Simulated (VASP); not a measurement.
GaAs: single point with PBE

The system is GaAs.

```
Ga As
1.0
     0.00000    2.82685    2.82685
     2.82685    0.00000    2.82685
     2.82685    2.82685    0.00000
Ga As
1 1
Direct
  0.00000 0.00000 0.00000
  0.75000 0.75000 0.75000
```

- Program: VASP 6.6.1
- Task: single point
- Functional: PBE
- Potentials or basis: VASP PAW PBE potentials, release 64 (Ga_d, As)
- Cutoff: 520 eV
- k mesh: 10 × 10 × 10
- Occupations: fermi-dirac, width 0.08 eV
- Spin: no spin polarisation
- Dipole correction: no
- Further INCAR settings: ALGO = Normal; EDIFF = 1e-06; NBANDS = 16

* Pressure: 3.5 GPa
* Band gap on the k mesh: 0.52 eV, direct

Levels at points of the mesh, in eV from the valence-band top:
```csv
k point,band 6,band 7,band 8,band 9,band 10,band 11,band 12,band 13
"(0.00, 0.00, 0.00)",-12.73,0.00,0.00,0.00,0.52,3.73,3.73,3.73
"(0.50, 0.00, 0.00)",-10.96,-6.64,-1.14,-1.14,1.00,4.64,4.64,7.75
"(0.50, 0.50, 0.00)",-10.22,-6.82,-2.68,-2.68,1.46,1.65,10.17,10.17
```

Run time: 48 s on 1 thread of AMD EPYC 7R43 64-Core Processor (Zen 3), on a shared host, peak memory 0.15 GiB.

A k mesh can miss the band edges.
